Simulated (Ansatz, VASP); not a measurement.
# Ge5P in VASP and in Ansatz

```xyz
6
Lattice="0.0000 4.5428 4.5428 4.5428 0.0000 4.5428 4.5428 4.5428 0.0000" Properties=species:S:1:pos:R:3 pbc="T T T"
Ge    3.2067    1.3361    3.2067
Ge    1.3361    1.3361    1.3361
Ge    1.3361    3.2067    3.2067
Ge    3.2067    3.2067    1.3361
Ge    4.5428    4.5428    4.5428
P     0.0000    0.0000    0.0000
```

Alike in both runs: task relaxation of cell and atoms; functional PBE; k mesh 8 × 8 × 8; occupations gaussian, width 0.1 eV; no spin polarisation.

```csv
,VASP,Ansatz
version,VASP 6.6.1,Ansatz 0.2.0
potentials or method,"VASP PAW PBE potentials, release 64 (Ge_d, P), cutoff 600 eV","scalar-relativistic, plane waves, PAW"
valence electrons in the cell,75,75
```

|  | VASP | Ansatz | Ansatz less VASP |
| --- | --- | --- | --- |
| gap on the k mesh at the Fermi level, each at its own relaxed structure (eV) | none | none | - |
| relaxed volume (Å³/atom) | 31.54 | 31.52 | -0.020 |
| relaxed cell length with the largest relative difference (Å) | 6.444 | 6.443 | -0.0014 |

A gap of «none» marks a metal or a gap that the smearing closes.
